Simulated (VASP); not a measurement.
# TaN (Fm-3m) in VASP: notebook

TaN is run at these levels: r2SCAN; tasks: single point.

Everything below comes from runs of VASP 6.6.1. Logs are shortened: lines on timing, memory, paths and dates and some standing lists are left out, and cuts for length are marked.

### 1 The cell of the first run

It takes space group Fm-3m (No. 225, cubic). Conventional cell: a = 4.306 Å, b = 4.306 Å, c = 4.306 Å, α = 90.00°, β = 90.00°, γ = 90.00°. Within 2.8 Å of Ta (site symmetry m-3m) lie 6 N at 2.15 Å. Within 2.8 Å of N (site symmetry m-3m) lie 6 Ta at 2.15 Å.

### 2 Single point, r2SCAN

POSCAR reads:

```
TaN
1.0
    0.0000000000      2.1532246769      2.1532246769
    2.1532246769      0.0000000000      2.1532246769
    2.1532246769      2.1532246769      0.0000000000
Ta N
1 1
Direct
    0.5000000000      0.5000000000      0.5000000000
    0.0000000000      0.0000000000      0.0000000000
```

INCAR.step1 reads:

```
ALGO     = Normal         # electronic algorithm
EDIFF    = 1E-4           # SCF threshold, eV
ENCUT    = 520            # plane-wave cutoff, eV
GGA      = PE             # functional
ISMEAR   = 0              # smearing method
LASPH    = T              # aspherical terms in the spheres
LCHARG   = F              # write CHGCAR
LREAL    = F              # projectors in reciprocal space
LWAVE    = T              # write WAVECAR
NBANDS   = 15             # bands
NELM     = 80             # most SCF steps
PREC     = Accurate       # precision mode
SIGMA    = 0.1            # smearing width, eV
```

INCAR.step2 reads:

```
ALGO     = Normal         # electronic algorithm
EDIFF    = 1E-6           # SCF threshold, eV
ENCUT    = 520            # plane-wave cutoff, eV
ISIF     = 2              # what is computed and relaxed
ISMEAR   = 0              # smearing method
ISTART   = 1            
LASPH    = T              # aspherical terms in the spheres
LCHARG   = F              # write CHGCAR
LMIXTAU  = T            
LREAL    = F              # projectors in reciprocal space
LWAVE    = F              # write WAVECAR
METAGGA  = R2SCAN         # meta-GGA
NBANDS   = 15             # bands
NELM     = 80             # most SCF steps
PREC     = Accurate       # precision mode
SIGMA    = 0.1            # smearing width, eV
```

KPOINTS reads:

```
k-points
0
Gamma
  16 16 16
```

Potentials or basis: VASP PAW PBE potentials, release 64 (Ta_pv, N).

Command:

```console
$ cat potpaw_PBE.64/Ta_pv/POTCAR potpaw_PBE.64/N/POTCAR > POTCAR
$ cp INCAR.step1 INCAR
$ mpirun -np 1 vasp_std > vasp.out
$ cp INCAR.step2 INCAR
$ mpirun -np 1 vasp_std > vasp.out
```

OUTCAR:

```text
EDIFF = 1E-6
   ENCUT = 520
   ISIF = 2
   ISMEAR = 0
   ISTART = 1
   LASPH = T
   LREAL = F
   METAGGA = R2SCAN
   NELM = 80
   PREC = Accurate

 ion  position               nearest neighbor table
   1  0.500  0.500  0.500-   2 2.15   2 2.15   2 2.15   2 2.15   2 2.15   2 2.15
   2  0.000  0.000  0.000-   1 2.15   1 2.15   1 2.15   1 2.15   1 2.15   1 2.15

  LATTYP: Found a face centered cubic cell.
 ALAT       =     4.3064493538

  Lattice vectors:

 A1 = (   0.0000000000,   2.1532246769,   2.1532246769)
 A2 = (   2.1532246769,   0.0000000000,   2.1532246769)
 A3 = (   2.1532246769,   2.1532246769,   0.0000000000)

Analysis of symmetry for initial positions (statically):
=====================================================================
 Subroutine PRICEL returns:
 Original cell was already a primitive cell.

 Routine SETGRP: Setting up the symmetry group for a
 face centered cubic supercell.

 Subroutine GETGRP returns: Found 48 space group operations
 (whereof 48 operations were pure point group operations)
 out of a pool of 48 trial point group operations.

The static configuration has the point symmetry O_h .

Analysis of symmetry for dynamics (positions and initial velocities):
=====================================================================
 Subroutine PRICEL returns:
 Original cell was already a primitive cell.

 Routine SETGRP: Setting up the symmetry group for a
 face centered cubic supercell.

 Subroutine GETGRP returns: Found 48 space group operations
 (whereof 48 operations were pure point group operations)
 out of a pool of 48 trial point group operations.

The dynamic configuration has the point symmetry O_h .

 Subroutine INISYM returns: Found 48 space group operations
 (whereof 48 operations are pure point group operations),
 and found     1 'primitive' translations

----------------------------------------------------------------------------------------

                                     Primitive cell

  volume of cell :      19.9663

  direct lattice vectors                    reciprocal lattice vectors
     0.000000000  2.153224677  2.153224677    -0.232209860  0.232209860  0.232209860
     2.153224677  0.000000000  2.153224677     0.232209860 -0.232209860  0.232209860
     2.153224677  2.153224677  0.000000000     0.232209860  0.232209860 -0.232209860

  length of vectors
     3.045119541  3.045119541  3.045119541     0.402199275  0.402199275  0.402199275

  position of ions in fractional coordinates (direct lattice)
     0.500000000  0.500000000  0.500000000
     0.000000000  0.000000000  0.000000000

  ion indices of the primitive-cell ions
   primitive index   ion index
                 1           1
                 2           2

----------------------------------------------------------------------------------------

 KPOINTS: k-points

Automatic generation of k-mesh.
 Grid dimensions read from file:
 generate k-points for:   16   16   16

 Generating k-lattice:

  Cartesian coordinates                     Fractional coordinates (reciprocal lattice)
    -0.014513116  0.014513116  0.014513116     0.062500000  0.000000000  0.000000000
     0.014513116 -0.014513116  0.014513116     0.000000000  0.062500000  0.000000000
     0.014513116  0.014513116 -0.014513116     0.000000000  0.000000000  0.062500000

  Length of vectors
     0.025137455  0.025137455  0.025137455

  Shift w.r.t. Gamma in fractional coordinates (k-lattice)
     0.000000000  0.000000000  0.000000000

 Subroutine IBZKPT returns following result:
 ===========================================

 Found    145 irreducible k-points:

 Following reciprocal coordinates:
            Coordinates               Weight
  0.000000  0.000000  0.000000      1.000000
  0.062500  0.000000  0.000000      8.000000
  0.125000  0.000000  0.000000      8.000000
  0.187500  0.000000  0.000000      8.000000
  0.250000  0.000000  0.000000      8.000000
  0.312500  0.000000  0.000000      8.000000
[... 16 lines left out ...]
 -0.125000  0.062500  0.000000     24.000000
 -0.062500  0.062500  0.000000     12.000000
 [... further k-points ...]
   k-points           NKPTS =    145   k-points in BZ     NKDIM =    145   number of bands    NBANDS=     15
   number of dos      NEDOS =    301   number of ions     NIONS =      2
   total plane-waves  NPLWV =  13824
   dimension x,y,z NGX =    24 NGY =   24 NGZ =   24
   dimension x,y,z NGXF=    48 NGYF=   48 NGZF=   48
   ions per type =               1   1
   NGX,Y,Z   is equivalent  to a cutoff of  13.10, 13.10, 13.10 a.u.
   NGXF,Y,Z  is equivalent  to a cutoff of  26.21, 26.21, 26.21 a.u.
 SYSTEM =  unknown system
   PREC   = accura    normal or accurate (medium, high low for compatibility)
   ISTART =      1    job   : 0-new  1-cont  2-samecut
   ICHARG =      0    charge: 1-file 2-atom 10-const
   ISPIN  =      1    spin polarized calculation?
   LNONCOLLINEAR =      F non collinear calculations
   LSORBIT =      F    spin-orbit coupling
   LASPH  =      T    aspherical Exc in radial PAW
   ENCUT  =  520.0 eV  38.22 Ry    6.18 a.u.   5.66  5.66  5.66*2*pi/ulx,y,z
   NELM   =     80;   NELMIN=  2; NELMDL=  0     # of ELM steps
   EDIFF  = 0.1E-05   stopping-criterion for ELM
   LREAL  =      F    real-space projection
   EDIFFG = 0.1E-04   stopping-criterion for IOM
   NSW    =      0    number of steps for IOM
   IBRION =     -1    ionic relax: 0-MD 1-quasi-New 2-CG
   NFREE  =      0    steps in history (QN), initial steepest desc. (CG)
   ISIF   =      2    stress and relaxation
   ISYM   =      2    0-nonsym 1-usesym 2-fastsym
   POTIM  = 0.5000    time-step for ionic-motion
   TEBEG  =    0.0;   TEEND  =   0.0 temperature during run
   PSTRESS=    0.0 pullay stress
   NELECT =      16.0000    total number of electrons
   NUPDOWN=      -1.0000    fix difference up-down
   EMIN   =  10.00;   EMAX   =-10.00  energy-range for DOS
   EFERMI =   0.00;   METHOD = LEGACY
   ISMEAR =     0;   SIGMA  =   0.10  broadening in eV -4-tet -1-fermi 0-gaus
   EFERMI_NEDOS =   21; number of points for ismear=-14 and -15
   IALGO  =     38    algorithm
   IMIX   =      4    mixing-type and parameters
     AMIX     =   0.40;   BMIX     =  1.00
     AMIX_MAG =   1.60;   BMIX_MAG =  1.00
  volume/ion in A,a.u.               =       9.98        67.37
  Fermi-wavevector in a.u.,A,eV,Ry     =   1.520602  2.873521 31.459794  2.312230
  Thomas-Fermi vector in A             =   2.629430
   LORBIT       =      0    0 simple, 1 ext, 2 COOP (PROOUT), +10 PAW based schemes
   METAGGA = R2SCAN    functional components
   LHFCALC =     F    Hartree Fock is set to
   AEXX    =    0.0000 exact exchange contribution
   IVDW    =     0    specifies the selected vdW correction
   LEPSILON=     F    determine dielectric tensor
   LRPA    =     F    only Hartree local field effects (RPA)
 non-spin polarized calculation
 Gauss-broadening in eV      SIGMA  =   0.10
  energy-cutoff  :      520.00
  volume of cell :       19.97
 maximum number of plane-waves:       548
   NGX = 11   NGY = 11   NGZ = 11

 number of electron      15.9999998 magnetization

 Free energy of the ion-electron system (eV)
  ---------------------------------------------------
  ext. energy  EPLUGINS =         0.00000000
  ---------------------------------------------------
  free energy    TOTEN  =       -59.51137736 eV

  energy without entropy =      -59.50621951  energy(sigma->0) =      -59.50879844

 E-fermi :  10.3388     XC(G=0): -14.8628

 val. band max:       10.3333320164   @ k =  -0.3125   0.3125   0.1250
 cond. band min:      10.3556391700   @ k =  -0.4375   0.1875   0.0000
 fundamental gap:      0.0223071537
 Fermi energy:        10.3387821581

 k-point     1 :       0.0000    0.0000    0.0000
  band No.  band energies     occupation
      1     -26.6809      2.00000
      2     -26.6809      2.00000
      3     -26.6809      2.00000
      4     -10.2118      2.00000
      5       6.0030      2.00000
      6       6.0030      2.00000
      7       6.0030      2.00000
      8       7.9902      2.00000
      9       7.9902      2.00000
     10       7.9902      2.00000
     11      10.4793      0.04683
     12      10.4793      0.04683
     13      12.7004      0.00000
     14      20.0703      0.00000
     15      20.3510      0.00000

 k-point     2 :       0.0625    0.0000    0.0000
  band No.  band energies     occupation
      1     -26.7278      2.00000
      2     -26.6848      2.00000
      3     -26.6848      2.00000
      4     -10.1020      2.00000
      5       5.4716      2.00000
      6       5.6334      2.00000
      7       5.6334      2.00000
      8       8.1635      2.00000
      9       8.1635      2.00000
     10       8.2378      2.00000
     11      10.9109      0.00000
     12      10.9109      0.00000
     13      12.9935      0.00000
     14      20.0702      0.00000
     15      20.6776      0.00000

 k-point     3 :       0.1250    0.0000    0.0000
  band No.  band energies     occupation
      1     -26.8591      2.00000
      2     -26.6958      2.00000
      3     -26.6958      2.00000
      4      -9.7860      2.00000
      5       4.3706      2.00000
      6       4.8591      2.00000
      7       4.8591      2.00000
      8       8.5726      2.00000
      9       8.5726      2.00000
     10       8.6287      2.00000
     11      11.9694      0.00000
     12      11.9694      0.00000
     13      13.7539      0.00000
     14      20.0702      0.00000
     15      21.5827      0.00000

 k-point     4 :       0.1875    0.0000    0.0000
  band No.  band energies     occupation
      1     -27.0498      2.00000
      2     -26.7121      2.00000
      3     -26.7121      2.00000
      4      -9.3007      2.00000
      5       3.1264      2.00000
      6       4.0296      2.00000
      7       4.0296      2.00000
      8       9.0286      2.00000
      9       9.1585      2.00000
     10       9.1585      2.00000
     11      13.3227      0.00000
     12      13.3227      0.00000
     13      14.7259      0.00000
     14      20.0700      0.00000
     15      22.8145      0.00000
[... 307 lines left out ...]
 k-point    22 :      -0.1875    0.0625    0.0000
  band No.  band energies     occupation
      1     -27.1285      2.00000
      2     -26.7617      2.00000
      3     -26.7034      2.00000
      4      -9.0494      2.00000
      5       2.5175      2.00000
      6       3.4893      2.00000
      7       4.0415      2.00000
      8       9.0672      2.00000
      9       9.0891      2.00000
     10      10.1757      1.97894
     11      12.8307      0.00000
     12      14.6277      0.00000
     13      15.4209      0.00000
     14      20.0699      0.00000
     15      23.4116      0.00000

 k-point    23 :      -0.1250    0.0625    0.0000
  band No.  band energies     occupation
      1     -26.9350      2.00000
      2     -26.7363      2.00000
      3     -26.6894      2.00000
      4      -9.5607      2.00000
      5       3.6585      2.00000
      6       4.2443      2.00000
      7       4.7917      2.00000
      8       8.5115      2.00000
      9       8.7447      2.00000
     10       9.4291      2.00000
     11      11.6741      0.00000
     12      13.1955      0.00000
     13      14.4138      0.00000
     14      20.0701      0.00000
     15      22.2187      0.00000

 k-point    24 :      -0.0625    0.0625    0.0000
  band No.  band energies     occupation
      1     -26.7926      2.00000
      2     -26.7093      2.00000
      3     -26.6829      2.00000
      4      -9.9259      2.00000
      5       4.7240      2.00000
      6       5.0297      2.00000
      7       5.4227      2.00000
      8       8.1834      2.00000
      9       8.4074      2.00000
     10       8.7762      2.00000
     11      10.9803      0.00000
     12      11.8950      0.00000
     13      13.5007      0.00000
     14      20.0702      0.00000
     15      21.1962      0.00000

 [... further k-points ...]
[... 5 lines left out ...]
  --------------------------------------------------------------------------------------
  -------------------------------------------------------------------------------------
  Total        3.4205932      3.4205932      3.4205932     -0.0000000      0.0000000      0.0000000
  in kB      274.4820614    274.4820614    274.4820614     -0.0000000      0.0000000      0.0000000
  external PRESSURE =     274.4820614 kB  Pullay stress =       0.0000000 kB

 VOLUME and BASIS-vectors are now :
 -----------------------------------------------------------------------------
  energy-cutoff  :      520.00
  volume of cell :       19.97
      direct lattice vectors                 reciprocal lattice vectors
     0.000000000  2.153224677  2.153224677    -0.232209860  0.232209860  0.232209860
     2.153224677  0.000000000  2.153224677     0.232209860 -0.232209860  0.232209860
     2.153224677  2.153224677  0.000000000     0.232209860  0.232209860 -0.232209860

 POSITION                                       TOTAL-FORCE (eV/Angst)
 -----------------------------------------------------------------------------------
      2.15322      2.15322      2.15322        -0.000000     -0.000000      0.000000
      0.00000      0.00000      0.00000         0.000000      0.000000     -0.000000
 -----------------------------------------------------------------------------------
    total drift:                                0.000000     -0.000000     -0.000000

  FREE ENERGIE OF THE ION-ELECTRON SYSTEM (eV)
  ---------------------------------------------------
  free  energy   TOTEN  =       -59.5113773636 eV

  energy  without entropy=      -59.5062195070  energy(sigma->0) =      -59.50879844
```

Wall time 58 s (1 thread of Intel Xeon Platinum 8488C (Sapphire Rapids), shared host); peak memory 0.18 GiB.

What came out:

- Free energy: -59.5114 eV
- Pressure: 27.4 GPa
- Band gap on the k mesh: zero (band 8 reaches 12.47 eV, above the bottom of band 9 at 7.99 eV)

Levels at points of the mesh, in eV from the Fermi level:
| k point | band 6 | band 7 | band 8 | band 9 | band 10 | band 11 |
| --- | --- | --- | --- | --- | --- | --- |
| (0.00, 0.00, 0.00) | -4.34 | -4.34 | -2.35 | -2.35 | -2.35 | 0.14 |
| (0.50, 0.00, 0.00) | -8.49 | -8.49 | 2.14 | 2.14 | 2.29 | 4.31 |
| (0.50, 0.50, 0.00) | -6.08 | -5.15 | -5.15 | 2.42 | 3.93 | 3.93 |

Caveat: the PAW data sets were made with another functional, which shifts forces and pressure a little; spin-orbit coupling is left out, which moves the levels of the heavy elements.

### 3 Single point, r2SCAN

This run uses another cell than the first one, of 10.29 Å³/atom, 1.031 times its volume.

POSCAR reads:

```
TaN
1.0
    0.0000000000      2.1750500039      2.1750500039
    2.1750500039      0.0000000000      2.1750500039
    2.1750500039      2.1750500039      0.0000000000
Ta N
1 1
Direct
    0.5000000000      0.5000000000      0.5000000000
    0.0000000000      0.0000000000      0.0000000000
```

INCAR.step1 reads:

```
  PREC = Accurate
  ENCUT = 520
  ISMEAR = 0
  SIGMA = 0.1
  LREAL = False
  LASPH = True
  NELM = 100
  NBANDS = 15
  GGA = PE
  ALGO = Normal
  EDIFF = 1E-4
  LWAVE = True
  LCHARG = False
```

INCAR.step2 reads:

```
  PREC = Accurate
  ENCUT = 520
  EDIFF = 1E-6
  ISMEAR = 0
  SIGMA = 0.1
  LREAL = False
  LASPH = True
  NELM = 100
  ALGO = Normal
  ISIF = 2
  LWAVE = False
  LCHARG = False
  METAGGA = R2SCAN
  LMIXTAU = True
  NBANDS = 15
  ISTART = 1
```

KPOINTS reads:

```
Automatic mesh
0
Gamma
  16 16 16
```

Potentials or basis: VASP PAW PBE potentials, release 64 (Ta_pv, N).

Command:

```console
$ cat potpaw_PBE.64/Ta_pv/POTCAR potpaw_PBE.64/N/POTCAR > POTCAR
$ cp INCAR.step1 INCAR
$ mpirun -np 1 vasp_std > vasp.out
$ cp INCAR.step2 INCAR
$ mpirun -np 1 vasp_std > vasp.out
```

OUTCAR:

```text
PREC = Accurate
   ENCUT = 520
   EDIFF = 1E-6
   ISMEAR = 0
   LREAL = False
   LASPH = True
   NELM = 100
   ISIF = 2
   METAGGA = R2SCAN
   ISTART = 1

 ion  position               nearest neighbor table
   1  0.500  0.500  0.500-   2 2.18   2 2.18   2 2.18   2 2.18   2 2.18   2 2.18
   2  0.000  0.000  0.000-   1 2.18   1 2.18   1 2.18   1 2.18   1 2.18   1 2.18

  LATTYP: Found a face centered cubic cell.
 ALAT       =     4.3501000078

  Lattice vectors:

 A1 = (   0.0000000000,   2.1750500039,   2.1750500039)
 A2 = (   2.1750500039,   0.0000000000,   2.1750500039)
[... 610 lines left out ...]
     12      11.4806      0.00000
     13      12.8751      0.00000
     14      19.6316      0.00000
     15      20.7988      0.00000

 [... further k-points ...]
[... 5 lines left out ...]
  --------------------------------------------------------------------------------------
  -------------------------------------------------------------------------------------
  Total        1.8224118      1.8224118      1.8224118      0.0000000      0.0000000      0.0000000
  in kB      141.8794049    141.8794049    141.8794049      0.0000000      0.0000000      0.0000000
  external PRESSURE =     141.8794049 kB  Pullay stress =       0.0000000 kB

 VOLUME and BASIS-vectors are now :
 -----------------------------------------------------------------------------
  energy-cutoff  :      520.00
  volume of cell :       20.58
      direct lattice vectors                 reciprocal lattice vectors
     0.000000000  2.175050004  2.175050004    -0.229879772  0.229879772  0.229879772
     2.175050004  0.000000000  2.175050004     0.229879772 -0.229879772  0.229879772
     2.175050004  2.175050004  0.000000000     0.229879772  0.229879772 -0.229879772

 POSITION                                       TOTAL-FORCE (eV/Angst)
 -----------------------------------------------------------------------------------
      2.17505      2.17505      2.17505         0.000000      0.000000      0.000000
      0.00000      0.00000      0.00000         0.000000     -0.000000     -0.000000
 -----------------------------------------------------------------------------------
    total drift:                                0.000000     -0.000000     -0.000000

  FREE ENERGIE OF THE ION-ELECTRON SYSTEM (eV)
  ---------------------------------------------------
  free  energy   TOTEN  =       -59.5910366525 eV

  energy  without entropy=      -59.5857124079  energy(sigma->0) =      -59.58837453
```

Wall time 58 s (1 thread of Intel Xeon Platinum 8488C (Sapphire Rapids), shared host); peak memory 0.18 GiB.

What came out:

```yaml
Free_energy: -59.5910 eV
Pressure: 14.2 GPa
Band_gap_on_the_k_mesh: zero (band 8 reaches 12.02 eV, above the bottom of band 9 at 7.73 eV)
```

Caveat: the PAW data sets were made with another functional, which shifts forces and pressure a little; spin-orbit coupling is left out, which moves the levels of the heavy elements.
